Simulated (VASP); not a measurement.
# K2Lu (P1) in VASP: further runs

K2Lu is run at these levels: PBE, RPBE; tasks: single point.

Program: VASP 6.6.1. These are calculated values, not measurements. Logs are shortened: lines on timing, memory, paths and dates and some standing lists are left out, and cuts for length are marked.

## 1. The cell of the first run

The typed cell holds 6 atoms: a = 6.556 Å, b = 6.549 Å, c = 6.448 Å, α = 59.82°, β = 60.00°, γ = 60.30°.

## 2. Single point, PBE

File INCAR:

```
SYSTEM = K2Lu
ALGO = Normal
EDIFF = 1E-6
ENCUT = 520
GGA = PE
ISIF = 2
ISMEAR = -1
LASPH = .TRUE.
LCHARG = .FALSE.
LREAL = .FALSE.
LWAVE = .FALSE.
NBANDS = 52
NELM = 100
PREC = Accurate
SIGMA = 0.1
```

File KPOINTS:

```
Automatic mesh
0
Gamma
  4 4 4
  0.5 0 0.5
```

File POSCAR:

```
K2Lu
1.0
   -0.0309171600      4.6283862600      4.6435069200
    4.6283487200     -0.0211460000      4.6337347700
    4.5641400200      4.5544064000      0.0430627000
Lu K
2 4
Direct
    0.0143080000      0.0216600000      0.9818540000
    0.2398930000      0.2445890000      0.2445770000
    0.6503710000      0.6303470000      0.6050750000
    0.1317360000      0.5967800000      0.6472970000
    0.6156460000      0.6312230000      0.1256050000
    0.6264810000      0.1229390000      0.6243600000
```

Potentials or basis: VASP PAW PBE potentials, release 64 (Lu, K_sv).

On the command line:

```
$ cat potpaw_PBE.64/Lu/POTCAR potpaw_PBE.64/K_sv/POTCAR > POTCAR
$ mpirun -np 1 vasp_std > vasp.out
```

OUTCAR:

```text
SYSTEM = K2Lu
   EDIFF = 1E-6
   ENCUT = 520
   GGA = PE
   ISIF = 2
   ISMEAR = -1
   LASPH = .TRUE.
   LREAL = .FALSE.
   NELM = 100
   PREC = Accurate

 ion  position               nearest neighbor table
   1  0.014  0.022  0.982-   4 3.53   6 3.70   3 3.76   5 3.77   2 3.78
   2  0.240  0.245  0.245-   4 3.58   3 3.74   6 3.76   6 3.76   5 3.77   1 3.78
   3  0.650  0.630  0.605-   4 3.19   5 3.21   6 3.21   5 3.25   6 3.34   4 3.38   2 3.74   1 3.76

   4  0.132  0.597  0.647-   6 3.19   3 3.19   5 3.24   5 3.27   3 3.38   6 3.40   1 3.53   2 3.58

   5  0.616  0.631  0.126-   3 3.21   6 3.22   4 3.24   3 3.25   6 3.27   4 3.27   2 3.77   1 3.77

   6  0.626  0.123  0.624-   4 3.19   3 3.21   5 3.22   5 3.27   3 3.34   4 3.40   1 3.70   2 3.76
                             2 3.76

  LATTYP: Found a triclinic cell.
 ALAT       =     6.5026233574
 B/A-ratio  =     1.0122568662
 C/A-ratio  =     0.9915895672
 COS(alpha) =     0.0021031228
 COS(beta)  =     0.4874357734
 COS(gamma) =     0.5092829066

  Lattice vectors:

 A1 = (  -4.5950571800,   0.0739798600,   4.6004442200)
 A2 = (  -4.6592658800,   4.6495322600,   0.0097721500)
 A3 = (  -4.5641400200,  -4.5544064000,  -0.0430627000)

Analysis of symmetry for initial positions (statically):
=====================================================================
 Subroutine PRICEL returns:
 Original cell was already a primitive cell.

 Routine SETGRP: Setting up the symmetry group for a
 triclinic supercell.

 Subroutine GETGRP returns: Found  1 space group operations
 (whereof  1 operations were pure point group operations)
 out of a pool of  2 trial point group operations.

The static configuration has the point symmetry C_1 .

Analysis of symmetry for dynamics (positions and initial velocities):
=====================================================================
 Subroutine PRICEL returns:
 Original cell was already a primitive cell.

 Routine SETGRP: Setting up the symmetry group for a
 triclinic supercell.

 Subroutine GETGRP returns: Found  1 space group operations
 (whereof  1 operations were pure point group operations)
 out of a pool of  2 trial point group operations.

The dynamic configuration has the point symmetry C_1 .

 Subroutine INISYM returns: Found  1 space group operations
 (whereof  1 operations are pure point group operations),
 and found     1 'primitive' translations

[... 91 lines left out ...]
   NGXF,Y,Z  is equivalent  to a cutoff of  25.36, 25.38, 24.75 a.u.
 SYSTEM =  K2Lu
   PREC   = accura    normal or accurate (medium, high low for compatibility)
   ISTART =      0    job   : 0-new  1-cont  2-samecut
   ICHARG =      2    charge: 1-file 2-atom 10-const
   ISPIN  =      1    spin polarized calculation?
   LNONCOLLINEAR =      F non collinear calculations
   LSORBIT =      F    spin-orbit coupling
   LASPH  =      T    aspherical Exc in radial PAW
   ENCUT  =  520.0 eV  38.22 Ry    6.18 a.u.  12.19 12.18 11.99*2*pi/ulx,y,z
   NELM   =    100;   NELMIN=  2; NELMDL= -5     # of ELM steps
   EDIFF  = 0.1E-05   stopping-criterion for ELM
   LREAL  =      F    real-space projection
[... 7 lines left out ...]
   TEBEG  =    0.0;   TEEND  =   0.0 temperature during run
   PSTRESS=    0.0 pullay stress
   NELECT =      86.0000    total number of electrons
   NUPDOWN=      -1.0000    fix difference up-down
   EMIN   =  10.00;   EMAX   =-10.00  energy-range for DOS
   EFERMI =   0.00;   METHOD = LEGACY
   ISMEAR =    -1;   SIGMA  =   0.10  broadening in eV -4-tet -1-fermi 0-gaus
   EFERMI_NEDOS =   21; number of points for ismear=-14 and -15
   IALGO  =     38    algorithm
   IMIX   =      4    mixing-type and parameters
     AMIX     =   0.40;   BMIX     =  1.00
     AMIX_MAG =   1.60;   BMIX_MAG =  1.00
  volume/ion in A,a.u.               =      32.66       220.39
  Fermi-wavevector in a.u.,A,eV,Ry     =   1.244119  2.351044 21.059542  1.547833
  Thomas-Fermi vector in A             =   2.378400
   LORBIT       =      0    0 simple, 1 ext, 2 COOP (PROOUT), +10 PAW based schemes
   GGA     = PE    functional components
   LHFCALC =     F    Hartree Fock is set to
   AEXX    =    0.0000 exact exchange contribution
   IVDW    =     0    specifies the selected vdW correction
   LEPSILON=     F    determine dielectric tensor
   LRPA    =     F    only Hartree local field effects (RPA)
 non-spin polarized calculation
  energy-cutoff  :      520.00
  volume of cell :      195.95
 maximum number of plane-waves:      5292
 NGX is ok and might be reduce to    50
   NGX = 25   NGY = 25   NGZ = 23

 number of electron      85.9999999 magnetization

 Free energy of the ion-electron system (eV)
  ---------------------------------------------------
  ext. energy  EPLUGINS =         0.00000000
  ---------------------------------------------------
  free energy    TOTEN  =        -7.31246283 eV

  energy without entropy =       -7.03107524  energy(sigma->0) =       -7.17176903

 E-fermi :   2.3003     XC(G=0):  -8.8040

 val. band max:        2.2996024892   @ k =  -0.3750  -0.2500   0.3750
 cond. band min:       2.3166937007   @ k =  -0.1250   0.5000   0.3750
 fundamental gap:      0.0170912115
 Fermi energy:         2.3002541627

 k-point     1 :       0.1250   -0.0000    0.1250
  band No.  band energies     occupation
      1     -55.0327      2.00000
      2     -55.0299      2.00000
      3     -29.7616      2.00000
      4     -29.5744      2.00000
      5     -29.5337      2.00000
      6     -29.5080      2.00000
[... 1309 lines left out ...]
     51       4.0168      0.00000
     52       4.2334      0.00000

 [... further k-points ...]
[... 5 lines left out ...]
  --------------------------------------------------------------------------------------
  -------------------------------------------------------------------------------------
  Total        8.9897335      9.0580382      9.0667091     -0.4318345     -0.3817603     -0.1921874
  in kB       73.5056061     74.0641077     74.1350064     -3.5309449     -3.1215079     -1.5714431
  external PRESSURE =      73.9015734 kB  Pullay stress =       0.0000000 kB

 VOLUME and BASIS-vectors are now :
 -----------------------------------------------------------------------------
  energy-cutoff  :      520.00
  volume of cell :      195.95
      direct lattice vectors                 reciprocal lattice vectors
    -0.030917160  4.628386260  4.643506920    -0.107707205  0.106915576  0.108069919
     4.628348720 -0.021146000  4.633734770     0.106912522 -0.108167154  0.108526769
     4.564140020  4.554406400  0.043062700     0.109953148  0.110413097 -0.109321474

 POSITION                                       TOTAL-FORCE (eV/Angst)
 -----------------------------------------------------------------------------------
      4.58113      4.53753      0.20909        -0.188706      0.056573     -0.451154
      2.24091      2.21905      2.25784         0.098351      0.288565      0.089155
      5.65901      5.75260      5.96692         0.035134     -0.174820     -0.097818
      5.71239      3.54516      3.40491         0.136708     -0.178678      0.376067
      3.47576      3.40816      5.78909         0.054609     -0.063384     -0.084494
      3.39930      5.74059      3.50562        -0.136096      0.071744      0.168244
 -----------------------------------------------------------------------------------
    total drift:                               -0.000036     -0.000788      0.000623

  FREE ENERGIE OF THE ION-ELECTRON SYSTEM (eV)
  ---------------------------------------------------
  free  energy   TOTEN  =        -7.3124628290 eV

  energy  without entropy=       -7.0310752397  energy(sigma->0) =       -7.17176903
```

OSZICAR:

```text
N       E                     dE             d eps       ncg     rms          rms(c)
DAV:   1     0.898942695125E+03    0.89894E+03   -0.34497E+04  4904   0.436E+03
DAV:   2     0.140357427797E+03   -0.75859E+03   -0.72199E+03  4104   0.790E+02
DAV:   3     0.959523485518E+01   -0.13076E+03   -0.12840E+03  3924   0.209E+02
DAV:   4    -0.635909512210E+01   -0.15954E+02   -0.15682E+02  5144   0.567E+01
DAV:   5    -0.750606659702E+01   -0.11470E+01   -0.11397E+01  5640   0.137E+01    0.116E+01
DAV:   6    -0.735089003021E+01    0.15518E+00   -0.11309E+00  5040   0.667E+00    0.750E+00
DAV:   7    -0.731254080457E+01    0.38349E-01   -0.34885E-01  4808   0.408E+00    0.214E+00
DAV:   8    -0.731232838183E+01    0.21242E-03   -0.62704E-02  4632   0.155E+00    0.400E-01
DAV:   9    -0.731223181190E+01    0.96570E-04   -0.56120E-03  4320   0.567E-01    0.216E-01
DAV:  10    -0.731242775944E+01   -0.19595E-03   -0.15006E-03  4744   0.421E-01    0.672E-02
DAV:  11    -0.731245015476E+01   -0.22395E-04   -0.34611E-04  3984   0.507E-01    0.297E-02
DAV:  12    -0.731245783513E+01   -0.76804E-05   -0.64423E-05  4592   0.376E-01    0.829E-03
DAV:  13    -0.731246176949E+01   -0.39344E-05   -0.34990E-05  3936   0.142E-01    0.574E-03
DAV:  14    -0.731246249300E+01   -0.72351E-06   -0.17585E-05  2848   0.178E-01    0.306E-03
DAV:  15    -0.731246282903E+01   -0.33603E-06   -0.85333E-06  2560   0.405E-02
   1 F= -.73124628E+01 E0= -.71717690E+01  d E =-.281388E+00
```

stdout:

```text
POSCAR found type information on POSCAR LuK
 POSCAR found :  2 types and       6 ions
 scaLAPACK will be used
 LDA part: xc-table for (Slater+PW92), standard interpolation
 POSCAR, INCAR and KPOINTS ok, starting setup
 FFT: planning ... GRIDC
 FFT: planning ... GRID_SOFT
 FFT: planning ... GRID
 WAVECAR not read
 entering main loop
```

Run time: 4.8 min. Hardware: 1 thread of AMD EPYC 9R45 (Zen 5), shared host; peak memory 0.46 GiB.

Results:

```
Free energy            : -7.3125 eV
Pressure               : 7.4 GPa
Largest force          : 0.492 eV/Å
Band gap on the k mesh : zero (bands 43 and 44 overlap by 0.14 eV)
```

Forces in eV/Å, atoms in the order of the input:
```
Lu  -0.189  0.057 -0.451
Lu   0.098  0.289  0.089
K    0.035 -0.175 -0.098
K    0.137 -0.179  0.376
K    0.055 -0.063 -0.084
K   -0.136  0.072  0.168
```

Stress tensor (GPa, compression positive):
```
 7.35 -0.35 -0.16
-0.35  7.41 -0.31
-0.16 -0.31  7.41
```

Levels at points of the mesh, in eV from the Fermi level:
```tsv
k point	band 40	band 41	band 42	band 43	band 44	band 45	band 46	band 47
(0.12, 0.00, 0.12)	-0.72	-0.37	-0.33	0.04	0.14	0.46	0.52	0.57
```

Caveat: the cell stands under pressure; spin-orbit coupling is left out, which moves the levels of the heavy elements.

## 3. Single point, RPBE

File INCAR:

```
SYSTEM = K2Lu
PREC = Accurate
ENCUT = 520
EDIFF = 1E-6
ISMEAR = -1
SIGMA = 0.1
LREAL = .FALSE.
LASPH = .TRUE.
NELM = 100
ALGO = Normal
ISIF = 2
LWAVE = .FALSE.
LCHARG = .FALSE.
GGA = RP
NBANDS = 52
```

KPOINTS is that of step 2.

POSCAR is that of step 2.

Potentials or basis: VASP PAW PBE potentials, release 64 (Lu, K_sv).

On the command line:

```
$ cat potpaw_PBE.64/Lu/POTCAR potpaw_PBE.64/K_sv/POTCAR > POTCAR
$ mpirun -np 1 vasp_std > vasp.out
```

OUTCAR:

```text
SYSTEM = K2Lu
   PREC = Accurate
   ENCUT = 520
   EDIFF = 1E-6
   ISMEAR = -1
   LREAL = .FALSE.
   LASPH = .TRUE.
   NELM = 100
   ISIF = 2
   GGA = RP

 ion  position               nearest neighbor table
   1  0.014  0.022  0.982-   4 3.53   6 3.70   3 3.76   5 3.77   2 3.78
   2  0.240  0.245  0.245-   4 3.58   3 3.74   6 3.76   6 3.76   5 3.77   1 3.78
   3  0.650  0.630  0.605-   4 3.19   5 3.21   6 3.21   5 3.25   6 3.34   4 3.38   2 3.74   1 3.76

   4  0.132  0.597  0.647-   6 3.19   3 3.19   5 3.24   5 3.27   3 3.38   6 3.40   1 3.53   2 3.58
[... 1536 lines left out ...]
  -------------------------------------------------------------------------------------
  Total       10.7576123     10.8157510     10.8250285     -0.4388133     -0.3905008     -0.2030970
  in kB       87.9608737     88.4362518     88.5121105     -3.5880079     -3.1929755     -1.6606463
  external PRESSURE =      88.3030787 kB  Pullay stress =       0.0000000 kB

 VOLUME and BASIS-vectors are now :
 -----------------------------------------------------------------------------
  energy-cutoff  :      520.00
  volume of cell :      195.95
      direct lattice vectors                 reciprocal lattice vectors
    -0.030917160  4.628386260  4.643506920    -0.107707205  0.106915576  0.108069919
     4.628348720 -0.021146000  4.633734770     0.106912522 -0.108167154  0.108526769
     4.564140020  4.554406400  0.043062700     0.109953148  0.110413097 -0.109321474

 POSITION                                       TOTAL-FORCE (eV/Angst)
 -----------------------------------------------------------------------------------
      4.58113      4.53753      0.20909        -0.202541      0.055910     -0.489442
      2.24091      2.21905      2.25784         0.105704      0.305702      0.108473
      5.65901      5.75260      5.96692         0.038979     -0.182585     -0.097844
      5.71239      3.54516      3.40491         0.143759     -0.184486      0.392166
      3.47576      3.40816      5.78909         0.059787     -0.069671     -0.090694
      3.39930      5.74059      3.50562        -0.145687      0.075130      0.177341
 -----------------------------------------------------------------------------------
    total drift:                               -0.000063     -0.000790      0.000624

  FREE ENERGIE OF THE ION-ELECTRON SYSTEM (eV)
  ---------------------------------------------------
  free  energy   TOTEN  =        -5.5588630572 eV

  energy  without entropy=       -5.2749977939  energy(sigma->0) =       -5.41693043
```

OSZICAR:

```text
N       E                     dE             d eps       ncg     rms          rms(c)
DAV:   1     0.904339398678E+03    0.90434E+03   -0.34524E+04  4900   0.437E+03
DAV:   2     0.142122946882E+03   -0.76222E+03   -0.72483E+03  4112   0.788E+02
DAV:   3     0.114476926202E+02   -0.13068E+03   -0.12835E+03  3880   0.211E+02
DAV:   4    -0.451564118142E+01   -0.15963E+02   -0.15711E+02  5104   0.567E+01
DAV:   5    -0.569871223650E+01   -0.11831E+01   -0.11748E+01  5576   0.139E+01    0.110E+01
DAV:   6    -0.558646910341E+01    0.11224E+00   -0.11548E+00  5152   0.664E+00    0.702E+00
DAV:   7    -0.555656215717E+01    0.29907E-01   -0.33396E-01  4440   0.386E+00    0.206E+00
DAV:   8    -0.555845460318E+01   -0.18924E-02   -0.62759E-02  4968   0.150E+00    0.449E-01
DAV:   9    -0.555845820352E+01   -0.36003E-05   -0.57011E-03  4184   0.559E-01    0.225E-01
DAV:  10    -0.555879158222E+01   -0.33338E-03   -0.17037E-03  4636   0.425E-01    0.594E-02
DAV:  11    -0.555883653113E+01   -0.44949E-04   -0.45686E-04  3968   0.431E-01    0.305E-02
DAV:  12    -0.555885725790E+01   -0.20727E-04   -0.79290E-05  4336   0.447E-01    0.936E-03
DAV:  13    -0.555886562665E+01   -0.83687E-05   -0.49832E-05  4168   0.101E-01    0.957E-03
DAV:  14    -0.555886391931E+01    0.17073E-05   -0.18823E-05  3640   0.255E-01    0.360E-03
DAV:  15    -0.555886305721E+01    0.86210E-06   -0.35649E-06  2776   0.759E-02
   1 F= -.55588631E+01 E0= -.54169304E+01  d E =-.283865E+00
```

Run time: 4.5 min. Hardware: 1 thread of AMD EPYC 9R45 (Zen 5), shared host; peak memory 0.46 GiB.

Results:

| Quantity | Value |
| --- | --- |
| Free energy | -5.5589 eV |
| Pressure | 8.8 GPa |
| Largest force | 0.533 eV/Å |
| Band gap on the k mesh | zero (bands 43 and 44 overlap by 0.21 eV) |

Forces in eV/Å, atoms in the order of the input:
```
Lu  -0.203  0.056 -0.489
Lu   0.106  0.306  0.108
K    0.039 -0.183 -0.098
K    0.144 -0.184  0.392
K    0.060 -0.070 -0.091
K   -0.146  0.075  0.177
```

Caveat: the cell stands under pressure; the PAW data sets were made with another functional, which shifts forces and pressure a little; spin-orbit coupling is left out, which moves the levels of the heavy elements.

## 4. Single point, PBE

File INCAR:

```
PREC = Accurate ; ENCUT = 520
EDIFF = 1E-7 ; ISMEAR = -1
SIGMA = 0.1 ; LREAL = F
LASPH = T ; NELM = 100
ALGO = Normal ; ISIF = 2
LWAVE = F ; LCHARG = F
GGA = PE ; NBANDS = 52
```

File KPOINTS:

```
Automatic mesh
0
Gamma
  4 4 4
  0.5 0.5 0.5
```

POSCAR is that of step 3.

On the command line:

```
$ cat potpaw_PBE.64/Lu/POTCAR potpaw_PBE.64/K_sv/POTCAR > POTCAR
$ mpirun -np 1 vasp_std > vasp.out
```

Wall time 4.9 min (1 thread of AMD EPYC 9R45 (Zen 5), shared host); peak memory 0.48 GiB.

Results (log left out):

| Property | Result |
| --- | --- |
| Free energy | -7.3173 eV |
| Pressure | 7.4 GPa |
| Largest force | 0.492 eV/Å |
| Band gap on the k mesh | zero (bands 43 and 44 overlap by 0.08 eV) |

Forces in eV/Å, atoms in the order of the input:
```
Lu  -0.187  0.060 -0.451
Lu   0.098  0.288  0.088
K    0.036 -0.175 -0.099
K    0.136 -0.181  0.377
K    0.054 -0.064 -0.085
K   -0.137  0.072  0.170
```

Stress tensor (GPa, compression positive):
```
 7.32 -0.38 -0.18
-0.38  7.45 -0.34
-0.18 -0.34  7.38
```

Levels at points of the mesh, in eV from the Fermi level:
```tsv
k point	band 39	band 40	band 41	band 42	band 43	band 44	band 45	band 46	band 47	band 48
(0.12, 0.12, 0.12)	-4.33	-0.70	-0.37	-0.34	0.03	0.35	0.40	0.63	0.68	0.73
```

Caveat: the cell stands under pressure; spin-orbit coupling is left out, which moves the levels of the heavy elements.

The gap in the log of VASP goes by the Fermi energy; the results here count the filled bands.